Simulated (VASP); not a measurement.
Wanted: the native input for a VASP 6.6.1 run.

- Task: single point
- Functional: PBEsol
- Potentials or basis: VASP PAW PBE potentials, release 64 (C_h)
- Cutoff: 910 eV
- k mesh: 10 × 10 × 10
- Occupations: gaussian, width 0.01 eV
- Spin: no spin polarisation
- Dipole correction: no
- Further INCAR settings: ALGO = Normal; EDIFF = 1e-06; NBANDS = 11

The structure of C lies in POSCAR:

```
C
1.0
    0.0000000000      1.7756212551      1.7756212551
    1.7756212551      0.0000000000      1.7756212551
    1.7756212551      1.7756212551      0.0000000000
C
2
Direct
    0.5000000000      0.5000000000      0.5000000000
    0.7500000000      0.7500000000      0.7500000000
```

The input as run:

INCAR

```
SYSTEM = C
  PREC = Accurate
  ENCUT = 910
  EDIFF = 1E-6
  ISMEAR = 0
  SIGMA = 0.01
  LREAL = .FALSE.
  LASPH = .TRUE.
  NELM = 120
  ALGO = Normal
  ISIF = 2
  LWAVE = .FALSE.
  LCHARG = .FALSE.
  GGA = PS
  NBANDS = 11
  GGA_COMPAT = .FALSE.
```

KPOINTS

```
Automatic mesh
0
G
  10 10 10
  0 0 0
```

Potentials or basis: VASP PAW PBE potentials, release 64 (C_h).

Command:

```sh
$ cat potpaw_PBE.64/C_h/POTCAR > POTCAR
$ mpirun -np 1 vasp_std > vasp.out
```

It gave:

```
Pressure               : 1.0 GPa
Band gap on the k mesh : 4.07 eV (least direct gap 5.58 eV)
```

Caveat: the PAW data sets were made with another functional, which shifts forces and pressure a little.

Wall time 17 s on 1 thread of Intel(R) Xeon(R) Platinum 8259CL CPU @ 2.50GHz (Skylake/Cascade Lake), on a shared host, peak memory 0.15 GiB.
